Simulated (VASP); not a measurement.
# CdS (P3_221) in VASP: notebook

The runs below take CdS through single point, relaxation of cell and atoms, with PBE.

All numbers are computed with VASP 6.6.1; they aren't measurements. Logs are shortened: lines on timing, memory, paths and dates and some standing lists are left out, and cuts for length are marked.

## Step 1: The cell of the first run

It takes space group P3_221 (No. 154, trigonal). Conventional cell: a = 6.604 Å, b = 6.604 Å, c = 4.002 Å, α = 90.00°, β = 90.00°, γ = 120.00°. Within 3.4 Å of Cd (site symmetry 2) lie 4 S at 2.56 to 2.60 Å. Within 3.4 Å of S (site symmetry 2) lie 4 Cd at 2.56 to 2.60 Å.

## Step 2: Single point, PBE

The input, INCAR:

```
SYSTEM = CdS
PREC = Accurate ; ENCUT = 520
EDIFF = 1E-6 ; ISMEAR = 0
SIGMA = 0.02 ; LREAL = .FALSE.
LASPH = .TRUE. ; NELM = 80
ALGO = Normal ; ISIF = 2
LWAVE = .FALSE. ; LCHARG = .TRUE.
GGA = PE ; LELF = .TRUE.
LVHAR = .TRUE. ; NBANDS = 36
```

The input, KPOINTS:

```
Automatic mesh
0
G
  6 6 8
  0 0 0
```

The input, POSCAR:

```
CdS
1.0
    6.6037308889      0.0000000289      0.0000000000
   -3.3018654695      5.7189986951      0.0000000000
    0.0000000000      0.0000000000      4.0021470000
Cd S
3 3
Direct
    0.6201620000      0.0000000000      0.6666666667
    0.0000000000      0.6201620000      0.3333333333
    0.3798380000      0.3798380000      0.0000000000
    0.3693230000      0.0000000000      0.1666666667
    0.0000000000      0.3693230000      0.8333333333
    0.6306770000      0.6306770000      0.5000000000
```

Potentials or basis: VASP PAW PBE potentials, release 64 (Cd, S).

Run with:

```
$ cat potpaw_PBE.64/Cd/POTCAR potpaw_PBE.64/S/POTCAR > POTCAR
$ mpirun -np 1 vasp_std > vasp.out
```

OUTCAR:

```text
SYSTEM = CdS
   PREC = Accurate
   ENCUT = 520
   EDIFF = 1E-6
   ISMEAR = 0
   LREAL = .FALSE.
   LASPH = .TRUE.
   NELM = 80
   ISIF = 2
   GGA = PE

 ion  position               nearest neighbor table
   1  0.620  0.000  0.667-   5 2.56   6 2.56   4 2.60   4 2.60
   2  0.000  0.620  0.333-   4 2.56   6 2.56   5 2.60   5 2.60
   3  0.380  0.380  0.000-   5 2.56   4 2.56   6 2.60   6 2.60
   4  0.369  0.000  0.167-   2 2.56   3 2.56   1 2.60   1 2.60
   5  0.000  0.369  0.833-   1 2.56   3 2.56   2 2.60   2 2.60
   6  0.631  0.631  0.500-   2 2.56   1 2.56   3 2.60   3 2.60

  LATTYP: Found a hexagonal cell.
 ALAT       =     6.6037308889
 C/A-ratio  =     0.6060433212

  Lattice vectors:

 A1 = (   6.6037308889,   0.0000000289,   0.0000000000)
 A2 = (  -3.3018654695,   5.7189986951,   0.0000000000)
 A3 = (   0.0000000000,   0.0000000000,   4.0021470000)

Analysis of symmetry for initial positions (statically):
=====================================================================
 Subroutine PRICEL returns:
 Original cell was already a primitive cell.

 Routine SETGRP: Setting up the symmetry group for a
 hexagonal supercell.

 Subroutine GETGRP returns: Found  6 space group operations
 (whereof  2 operations were pure point group operations)
 out of a pool of 24 trial point group operations.

The static configuration has the point symmetry C_2 .
 The point group associated with its full space group is D_3 .

Analysis of symmetry for dynamics (positions and initial velocities):
=====================================================================
 Subroutine PRICEL returns:
 Original cell was already a primitive cell.

 Routine SETGRP: Setting up the symmetry group for a
 hexagonal supercell.

 Subroutine GETGRP returns: Found  6 space group operations
 (whereof  2 operations were pure point group operations)
 out of a pool of 24 trial point group operations.

The dynamic configuration has the point symmetry C_2 .
 The point group associated with its full space group is D_3 .

 Subroutine INISYM returns: Found  6 space group operations
 (whereof  2 operations are pure point group operations),
 and found     1 'primitive' translations

----------------------------------------------------------------------------------------

                                     Primitive cell

  volume of cell :     151.1480

  direct lattice vectors                    reciprocal lattice vectors
     6.603730889  0.000000029  0.000000000     0.151429550  0.087427892  0.000000000
    -3.301865470  5.718998695  0.000000000    -0.000000001  0.174855783  0.000000000
     0.000000000  0.000000000  4.002147000     0.000000000  0.000000000  0.249865884

  length of vectors
     6.603730889  6.603730889  4.002147000     0.174855783  0.174855783  0.249865884

  position of ions in fractional coordinates (direct lattice)
     0.620162000  0.000000000  0.666666667
     0.000000000  0.620162000  0.333333333
     0.379838000  0.379838000  0.000000000
     0.369323000  0.000000000  0.166666667
     0.000000000  0.369323000  0.833333333
     0.630677000  0.630677000  0.500000000

  ion indices of the primitive-cell ions
   primitive index   ion index
                 1           1
                 2           2
                 3           3
                 4           4
                 5           5
                 6           6

----------------------------------------------------------------------------------------

 KPOINTS: Automatic mesh

Automatic generation of k-mesh.
 Grid dimensions read from file:
 generate k-points for:    6    6    8

 Generating k-lattice:

  Cartesian coordinates                     Fractional coordinates (reciprocal lattice)
     0.025238258  0.014571315  0.000000000     0.166666667  0.000000000  0.000000000
    -0.000000000  0.029142631  0.000000000    -0.000000000  0.166666667  0.000000000
     0.000000000  0.000000000  0.031233236     0.000000000  0.000000000  0.125000000

  Length of vectors
     0.029142631  0.029142631  0.031233236

  Shift w.r.t. Gamma in fractional coordinates (k-lattice)
     0.000000000  0.000000000  0.000000000

 Subroutine IBZKPT returns following result:
 ===========================================

 Found     44 irreducible k-points:

 Following reciprocal coordinates:
            Coordinates               Weight
  0.000000  0.000000  0.000000      1.000000
  0.166667 -0.000000  0.000000      6.000000
  0.333333 -0.000000  0.000000      6.000000
  0.500000 -0.000000  0.000000      3.000000
  0.166667  0.166667  0.000000      6.000000
  0.333333  0.166667  0.000000     12.000000
[... 16 lines left out ...]
  0.500000 -0.000000  0.250000      6.000000
  0.166667  0.166667  0.250000     12.000000
 [... further k-points ...]
   k-points           NKPTS =     44   k-points in BZ     NKDIM =     44   number of bands    NBANDS=     36
   number of dos      NEDOS =    301   number of ions     NIONS =      6
   total plane-waves  NPLWV =  75000
   dimension x,y,z NGX =    50 NGY =   50 NGZ =   30
   dimension x,y,z NGXF=   100 NGYF=  100 NGZF=   60
   ions per type =               3   3
   NGX,Y,Z   is equivalent  to a cutoff of  12.59, 12.59, 12.46 a.u.
   NGXF,Y,Z  is equivalent  to a cutoff of  25.17, 25.17, 24.92 a.u.
 SYSTEM =  CdS
   PREC   = accura    normal or accurate (medium, high low for compatibility)
   ISTART =      0    job   : 0-new  1-cont  2-samecut
   ICHARG =      2    charge: 1-file 2-atom 10-const
   ISPIN  =      1    spin polarized calculation?
   LNONCOLLINEAR =      F non collinear calculations
   LSORBIT =      F    spin-orbit coupling
   LASPH  =      T    aspherical Exc in radial PAW
   ENCUT  =  520.0 eV  38.22 Ry    6.18 a.u.  12.28 12.28  7.44*2*pi/ulx,y,z
   NELM   =     80;   NELMIN=  2; NELMDL= -5     # of ELM steps
   EDIFF  = 0.1E-05   stopping-criterion for ELM
   LREAL  =      F    real-space projection
   EDIFFG = 0.1E-04   stopping-criterion for IOM
   NSW    =      0    number of steps for IOM
   IBRION =     -1    ionic relax: 0-MD 1-quasi-New 2-CG
   NFREE  =      0    steps in history (QN), initial steepest desc. (CG)
   ISIF   =      2    stress and relaxation
   ISYM   =      2    0-nonsym 1-usesym 2-fastsym
   POTIM  = 0.5000    time-step for ionic-motion
   TEBEG  =    0.0;   TEEND  =   0.0 temperature during run
   PSTRESS=    0.0 pullay stress
   NELECT =      54.0000    total number of electrons
   NUPDOWN=      -1.0000    fix difference up-down
   EMIN   =  10.00;   EMAX   =-10.00  energy-range for DOS
   EFERMI =   0.00;   METHOD = LEGACY
   ISMEAR =     0;   SIGMA  =   0.02  broadening in eV -4-tet -1-fermi 0-gaus
   EFERMI_NEDOS =   21; number of points for ismear=-14 and -15
   IALGO  =     38    algorithm
   IMIX   =      4    mixing-type and parameters
     AMIX     =   0.40;   BMIX     =  1.00
     AMIX_MAG =   1.60;   BMIX_MAG =  1.00
  volume/ion in A,a.u.               =      25.19       170.00
  Fermi-wavevector in a.u.,A,eV,Ry     =   1.161641  2.195183 18.359837  1.349410
  Thomas-Fermi vector in A             =   2.298211
   LORBIT       =      0    0 simple, 1 ext, 2 COOP (PROOUT), +10 PAW based schemes
   GGA     = PE    functional components
   LHFCALC =     F    Hartree Fock is set to
   AEXX    =    0.0000 exact exchange contribution
   IVDW    =     0    specifies the selected vdW correction
   LEPSILON=     F    determine dielectric tensor
   LRPA    =     F    only Hartree local field effects (RPA)
 non-spin polarized calculation
 Gauss-broadening in eV      SIGMA  =   0.02
  energy-cutoff  :      520.00
  volume of cell :      151.15
 maximum number of plane-waves:      4143
 NGX is ok and might be reduce to    50
   NGX = 25   NGY = 25   NGZ = 15

 number of electron      53.9999982 magnetization

 Free energy of the ion-electron system (eV)
  ---------------------------------------------------
  ext. energy  EPLUGINS =         0.00000000
  ---------------------------------------------------
  free energy    TOTEN  =       -17.98432201 eV

  energy without entropy =      -17.98432201  energy(sigma->0) =      -17.98432201

 E-fermi :   1.1929     XC(G=0):  -9.1286

 val. band max:        1.0839607462   @ k =   0.0000   0.0000   0.0000
 cond. band min:       2.0630209161   @ k =   0.0000   0.0000   0.0000
 fundamental gap:      0.9790601700
 Fermi energy:         1.1928962186

 k-point     1 :       0.0000    0.0000    0.0000
  band No.  band energies     occupation
      1     -11.0441      2.00000
      2     -10.4338      2.00000
      3     -10.4338      2.00000
      4      -6.5563      2.00000
      5      -6.5563      2.00000
      6      -6.3492      2.00000
[... 28 lines left out ...]
     35       8.7508      0.00000
     36       8.7508      0.00000

 k-point     2 :       0.1667   -0.0000    0.0000
  band No.  band energies     occupation
      1     -11.0000      2.00000
      2     -10.4632      2.00000
      3     -10.4458      2.00000
      4      -6.5447      2.00000
      5      -6.5388      2.00000
      6      -6.3548      2.00000
[... 28 lines left out ...]
     35       8.5391      0.00000
     36       9.0012      0.00000

 k-point     3 :       0.3333   -0.0000    0.0000
  band No.  band energies     occupation
      1     -10.8839      2.00000
      2     -10.5520      2.00000
      3     -10.4681      2.00000
      4      -6.5148      2.00000
      5      -6.4790      2.00000
      6      -6.3629      2.00000
[... 28 lines left out ...]
     35       8.2264      0.00000
     36       8.8030      0.00000

 k-point     4 :       0.5000   -0.0000    0.0000
  band No.  band energies     occupation
      1     -10.7762      2.00000
      2     -10.6469      2.00000
      3     -10.4785      2.00000
      4      -6.4950      2.00000
      5      -6.3838      2.00000
      6      -6.3807      2.00000
[... 28 lines left out ...]
     35       7.9894      0.00000
     36       8.9980      0.00000

 k-point     5 :       0.1667    0.1667    0.0000
  band No.  band energies     occupation
      1     -10.9195      2.00000
      2     -10.5145      2.00000
      3     -10.4712      2.00000
      4      -6.5134      2.00000
      5      -6.5097      2.00000
      6      -6.3619      2.00000
[... 655 lines left out ...]
 k-point    22 :       0.0000    0.3333    0.2500
  band No.  band energies     occupation
      1     -10.7393      2.00000
      2     -10.4725      2.00000
      3     -10.4464      2.00000
      4      -6.4852      2.00000
      5      -6.4608      2.00000
      6      -6.3649      2.00000
[... 28 lines left out ...]
     35       7.8129      0.00000
     36       8.8467      0.00000

 k-point    23 :       0.5000   -0.0000    0.2500
  band No.  band energies     occupation
      1     -10.6532      2.00000
      2     -10.5597      2.00000
      3     -10.4388      2.00000
      4      -6.4920      2.00000
      5      -6.4091      2.00000
      6      -6.3896      2.00000
[... 28 lines left out ...]
     35       7.9040      0.00000
     36       8.8157      0.00000

 k-point    24 :       0.1667    0.1667    0.2500
  band No.  band energies     occupation
      1     -10.7648      2.00000
      2     -10.4708      2.00000
      3     -10.4255      2.00000
      4      -6.4859      2.00000
      5      -6.4597      2.00000
      6      -6.3650      2.00000
[... 28 lines left out ...]
     35       8.1764      0.00000
     36       8.6716      0.00000

 [... further k-points ...]
[... 5 lines left out ...]
  --------------------------------------------------------------------------------------
  -------------------------------------------------------------------------------------
  Total        0.2981975      0.2981975      0.2774849     -0.0000000      0.0000000     -0.0000000
  in kB        3.1609101      3.1609101      2.9413559     -0.0000000      0.0000000     -0.0000000
  external PRESSURE =       3.0877253 kB  Pullay stress =       0.0000000 kB

 VOLUME and BASIS-vectors are now :
 -----------------------------------------------------------------------------
  energy-cutoff  :      520.00
  volume of cell :      151.15
      direct lattice vectors                 reciprocal lattice vectors
     6.603730889  0.000000029  0.000000000     0.151429550  0.087427892  0.000000000
    -3.301865470  5.718998695  0.000000000    -0.000000001  0.174855783  0.000000000
     0.000000000  0.000000000  4.002147000     0.000000000  0.000000000  0.249865884

 POSITION                                       TOTAL-FORCE (eV/Angst)
 -----------------------------------------------------------------------------------
      4.09538      0.00000      2.66810         0.003044      0.000000      0.000000
     -2.04769      3.54671      1.33405        -0.001522      0.002636     -0.000000
      1.25417      2.17229      0.00000        -0.001522     -0.002636     -0.000000
      2.43891      0.00000      0.66702        -0.006303     -0.000000     -0.000000
     -1.21945      2.11216      3.33512         0.003152     -0.005459     -0.000000
      2.08241      3.60684      2.00107         0.003152      0.005459     -0.000000
 -----------------------------------------------------------------------------------
    total drift:                               -0.000004     -0.000007      0.000000

  FREE ENERGIE OF THE ION-ELECTRON SYSTEM (eV)
  ---------------------------------------------------
  free  energy   TOTEN  =       -17.9843220145 eV

  energy  without entropy=      -17.9843220145  energy(sigma->0) =      -17.98432201
```

Run time: 2.1 min. Hardware: 1 thread of AMD EPYC 9R45 (Zen 5), shared host; peak memory 0.33 GiB.

Results:

```yaml
Free_energy: -17.9843 eV
Pressure: 0.3 GPa
Largest_force: 0.006 eV/Å
Band_gap_on_the_k_mesh: 0.98 eV, direct
```

Forces on the atoms (eV/Å):
```
Cd   0.003  0.000  0.000
Cd  -0.002  0.003  0.000
Cd  -0.002 -0.003  0.000
S   -0.006  0.000  0.000
S    0.003 -0.005  0.000
S    0.003  0.005  0.000
```

Levels at points of the mesh, in eV from the valence-band top:
```
           k point  band 25  band 26  band 27  band 28  band 29  band 30
(0.00, 0.00, 0.00)    -0.03     0.00     0.00     0.98     4.47     4.47
(0.50, 0.00, 0.00)    -0.69    -0.36    -0.25     3.15     3.28     3.64
(0.00, 0.00, 0.50)    -1.67    -1.08    -1.08     3.35     3.35     4.25
(0.50, 0.00, 0.50)    -0.95    -0.90    -0.59     2.78     3.83     4.49
```

As with any semilocal functional, this PBE gap is likely too small.

(Continued in part 2 of 2.)
